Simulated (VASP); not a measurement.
# MgI2 (P-3m1) in VASP: notebook, part 2 of 2

VASP 6.6.1. Earlier steps stand in the parts before.

## Step 4: Single point, LDA

INCAR

```
  ALGO = Normal
  EDIFF = 1E-6
  ENCUT = 520
  GGA = CA
  ISIF = 2
  ISMEAR = 0
  LASPH = True
  LCHARG = False
  LREAL = False
  LWAVE = False
  NBANDS = 15
  NELM = 100
  PREC = Accurate
  SIGMA = 0.05
```

KPOINTS

```
k-points
0
Gamma
  6 6 4
```

POSCAR

```
MgI2
1.0
    3.9657052472      0.0000000000      0.0000000000
   -1.9828526236      3.4344014880      0.0000000000
    0.0000000000      0.0000000000      6.5052162191
Mg I
1 2
Direct
    0.0000000000      0.0000000000      0.0000000000
    0.3333333333      0.6666666667      0.7373977874
    0.6666666667      0.3333333333      0.2626022126
```

Potentials or basis: VASP PAW LDA potentials, release 64 (Mg, I).

Launch:

```
$ cat potpaw_LDA.64/Mg/POTCAR potpaw_LDA.64/I/POTCAR > POTCAR
$ mpirun -np 1 vasp_std > vasp.out
```

OUTCAR:

```text
EDIFF = 1E-6
   ENCUT = 520
   GGA = CA
   ISIF = 2
   ISMEAR = 0
   LASPH = True
   LREAL = False
   NELM = 100
   PREC = Accurate

 ion  position               nearest neighbor table
   1  0.000  0.000  0.000-   2 2.86   3 2.86   3 2.86   2 2.86   3 2.86   2 2.86
   2  0.333  0.667  0.737-   1 2.86   1 2.86   1 2.86
   3  0.667  0.333  0.263-   1 2.86   1 2.86   1 2.86

  LATTYP: Found a hexagonal cell.
 ALAT       =     3.9657052472
 C/A-ratio  =     1.6403680590

  Lattice vectors:

 A1 = (   3.9657052472,   0.0000000000,   0.0000000000)
 A2 = (  -1.9828526236,   3.4344014880,   0.0000000000)
 A3 = (   0.0000000000,   0.0000000000,   6.5052162191)

Analysis of symmetry for initial positions (statically):
=====================================================================
 Subroutine PRICEL returns:
 Original cell was already a primitive cell.

 Routine SETGRP: Setting up the symmetry group for a
 hexagonal supercell.

 Subroutine GETGRP returns: Found 12 space group operations
 (whereof 12 operations were pure point group operations)
 out of a pool of 24 trial point group operations.

The static configuration has the point symmetry D_3d.

Analysis of symmetry for dynamics (positions and initial velocities):
=====================================================================
 Subroutine PRICEL returns:
 Original cell was already a primitive cell.

 Routine SETGRP: Setting up the symmetry group for a
 hexagonal supercell.

 Subroutine GETGRP returns: Found 12 space group operations
 (whereof 12 operations were pure point group operations)
 out of a pool of 24 trial point group operations.

The dynamic configuration has the point symmetry D_3d.

 Subroutine INISYM returns: Found 12 space group operations
 (whereof 12 operations are pure point group operations),
 and found     1 'primitive' translations
[... 122 lines left out ...]
   LHFCALC =     F    Hartree Fock is set to
   AEXX    =    0.0000 exact exchange contribution
   IVDW    =     0    specifies the selected vdW correction
   LEPSILON=     F    determine dielectric tensor
   LRPA    =     F    only Hartree local field effects (RPA)
 non-spin polarized calculation
 Gauss-broadening in eV      SIGMA  =   0.05
  energy-cutoff  :      520.00
  volume of cell :       88.60
 maximum number of plane-waves:      2424
 NGX is ok and might be reduce to    30
   NGX = 15   NGY = 15   NGZ = 25

 number of electron      16.0000002 magnetization

 Free energy of the ion-electron system (eV)
  ---------------------------------------------------
  ext. energy  EPLUGINS =         0.00000000
  ---------------------------------------------------
  free energy    TOTEN  =        -9.04138352 eV

  energy without entropy =       -9.04138352  energy(sigma->0) =       -9.04138352

 E-fermi :   4.0049     XC(G=0):  -9.2082

 val. band max:        3.7482151478   @ k =   0.0000   0.0000   0.0000
 cond. band min:       6.9816588465   @ k =   0.3333   0.3333   0.0000
 fundamental gap:      3.2334436987
 Fermi energy:         4.0048999516

 k-point     1 :       0.0000    0.0000    0.0000
  band No.  band energies     occupation
      1      -9.0431      2.00000
      2      -8.0635      2.00000
      3      -0.7790      2.00000
      4       3.2387      2.00000
      5       3.2387      2.00000
      6       3.7395      2.00000
      7       3.7482      2.00000
      8       3.7482      2.00000
      9       7.5148      0.00000
     10       8.4403      0.00000
     11      10.5853      0.00000
     12      10.5853      0.00000
     13      10.8497      0.00000
     14      11.9398      0.00000
[... 401 lines left out ...]
      2      -7.8034      2.00000
      3       0.1877      2.00000
      4       0.2532      2.00000
      5       0.2532      2.00000
      6       0.7596      2.00000
      7       3.0401      2.00000
      8       3.0401      2.00000
      9       8.5665      0.00000
     10       8.8524      0.00000
     11       8.8524      0.00000
     12      10.3767      0.00000
     13      12.2714      0.00000
     14      12.7000      0.00000
     15      12.8328      0.00000

------------------------ aborting loop because EDIFF is reached ----------------------------------------

  FORCE on cell =-STRESS in cart. coord.  units (eV):
  Direction    XX          YY          ZZ          XY          YZ          ZX
  --------------------------------------------------------------------------------------
  -------------------------------------------------------------------------------------
  Total        1.1154576      1.1154576      0.4038372      0.0000000     -0.0000000      0.0000000
  in kB       20.1711388     20.1711388      7.3027039      0.0000000     -0.0000000      0.0000000
  external PRESSURE =      15.8816605 kB  Pullay stress =       0.0000000 kB

 VOLUME and BASIS-vectors are now :
 -----------------------------------------------------------------------------
  energy-cutoff  :      520.00
  volume of cell :       88.60
      direct lattice vectors                 reciprocal lattice vectors
     3.965705247  0.000000000  0.000000000     0.252161958  0.145585774  0.000000000
    -1.982852624  3.434401488  0.000000000     0.000000000  0.291171549  0.000000000
     0.000000000  0.000000000  6.505216219     0.000000000  0.000000000  0.153722792

 POSITION                                       TOTAL-FORCE (eV/Angst)
 -----------------------------------------------------------------------------------
      0.00000      0.00000      0.00000        -0.000000      0.000000      0.000000
     -0.00000      2.28960      4.79693        -0.000000      0.000000      0.238271
      1.98285      1.14480      1.70828         0.000000     -0.000000     -0.238271
 -----------------------------------------------------------------------------------
    total drift:                                0.000000     -0.000000     -0.000000

  FREE ENERGIE OF THE ION-ELECTRON SYSTEM (eV)
  ---------------------------------------------------
  free  energy   TOTEN  =        -9.0413835239 eV

  energy  without entropy=       -9.0413835239  energy(sigma->0) =       -9.04138352
```

OSZICAR:

```text
N       E                     dE             d eps       ncg     rms          rms(c)
DAV:   1     0.727747611287E+02    0.72775E+02   -0.59201E+03   720   0.850E+02
DAV:   2    -0.359796137011E+01   -0.76373E+02   -0.69477E+02  1002   0.136E+02
DAV:   3    -0.909391802384E+01   -0.54960E+01   -0.54753E+01   993   0.404E+01
DAV:   4    -0.918662228426E+01   -0.92704E-01   -0.92697E-01   962   0.635E+00
DAV:   5    -0.918790832984E+01   -0.12860E-02   -0.12860E-02  1007   0.674E-01    0.500E+00
DAV:   6    -0.907416317669E+01    0.11375E+00   -0.87050E-02   825   0.148E+00    0.323E+00
DAV:   7    -0.904418204945E+01    0.29981E-01   -0.95377E-02   860   0.150E+00    0.508E-01
DAV:   8    -0.904145394114E+01    0.27281E-02   -0.78626E-03   825   0.492E-01    0.270E-01
DAV:   9    -0.904139652199E+01    0.57419E-04   -0.68445E-04   972   0.140E-01    0.115E-01
DAV:  10    -0.904138446377E+01    0.12058E-04   -0.38587E-05   881   0.389E-02    0.419E-02
DAV:  11    -0.904138352395E+01    0.93982E-06   -0.28074E-06   930   0.102E-02
   1 F= -.90413835E+01 E0= -.90413835E+01  d E =-.151748E-14
```

stdout:

```text
POSCAR found type information on POSCAR MgI
 POSCAR found :  2 types and       3 ions
 scaLAPACK will be used
 LDA part: xc-table for (Slater(with rela. corr.)+CA(PZ))
 , standard interpolation
 POSCAR, INCAR and KPOINTS ok, starting setup
 FFT: planning ... GRIDC
 FFT: planning ... GRID_SOFT
 FFT: planning ... GRID
 WAVECAR not read
 entering main loop
```

Wall time 37 s (1 thread of Intel Xeon Platinum 8259CL at 2.50GHz (Skylake/Cascade Lake), shared host); peak memory 0.18 GiB.

Results:

- Free energy: -9.0414 eV
- Pressure: 1.6 GPa
- Largest force: 0.238 eV/Å
- Band gap on the k mesh: 3.23 eV, indirect (least direct gap 3.77 eV)

Forces in eV/Å, atoms in the order of the input:
```
Mg   0.000  0.000  0.000
I    0.000  0.000  0.238
I    0.000  0.000 -0.238
```

Stress tensor (GPa, compression positive):
```
2.02 0.00 0.00
0.00 2.02 0.00
0.00 0.00 0.73
```

Caveat: spin-orbit coupling is left out, which moves the levels of the heavy elements.

## Step 5: Single point, LDA

This run uses another cell than the first one, of 30.39 Å³/atom, 1.029 times its volume.

INCAR

```
PREC = Accurate ; ENCUT = 520
EDIFF = 1E-6 ; ISMEAR = 0
SIGMA = 0.05 ; LREAL = False
LASPH = True ; NELM = 60
ALGO = Normal ; ISIF = 2
LWAVE = False ; LCHARG = False
NBANDS = 15
```

KPOINTS

```
regular mesh
0
Gamma
  6 6 4
```

POSCAR

```
MgI2
1.0
    4.0036596225      0.0000000000      0.0000000000
   -2.0018298112      3.4672709412      0.0000000000
    0.0000000000      0.0000000000      6.5674753639
Mg I
1 2
Direct
    0.0000000000      0.0000000000      0.0000000000
    0.3333333333      0.6666666667      0.7598241385
    0.6666666667      0.3333333333      0.2401758615
```

Launch:

```
$ cat potpaw_LDA.64/Mg/POTCAR potpaw_LDA.64/I/POTCAR > POTCAR
$ mpirun -np 1 vasp_std > vasp.out
```

It took 40 s on 1 thread of Intel Xeon Platinum 8259CL at 2.50GHz (Skylake/Cascade Lake), shared host; peak memory 0.18 GiB.

Results (log left out):

```
Free energy            : -9.0215 eV
Pressure               : 3.1 GPa
Largest force          : 0.620 eV/Å
Band gap on the k mesh : 3.33 eV, indirect (least direct gap 3.92 eV)
```

Forces in eV/Å, atoms in the order of the input:
```
Mg   0.000  0.000  0.000
I    0.000  0.000 -0.620
I    0.000  0.000  0.620
```

Stress tensor (GPa, compression positive):
```
2.90 0.00 0.00
0.00 2.90 0.00
0.00 0.00 3.46
```

Levels at points of the mesh, in eV from the valence-band top:
| k point | band 6 | band 7 | band 8 | band 9 | band 10 | band 11 |
| --- | --- | --- | --- | --- | --- | --- |
| (0.00, 0.00, 0.00) | -0.19 | -0.19 | 0.00 | 3.92 | 4.50 | 6.56 |
| (0.50, 0.00, 0.00) | -1.82 | -1.24 | -0.65 | 3.38 | 5.15 | 5.22 |
| (0.00, 0.00, 0.50) | -0.58 | -0.31 | -0.31 | 4.68 | 4.84 | 6.34 |
| (0.50, 0.00, 0.50) | -1.40 | -1.07 | -0.96 | 3.44 | 4.93 | 5.27 |

Caveat: spin-orbit coupling is left out, which moves the levels of the heavy elements. A k mesh can miss the band edges.
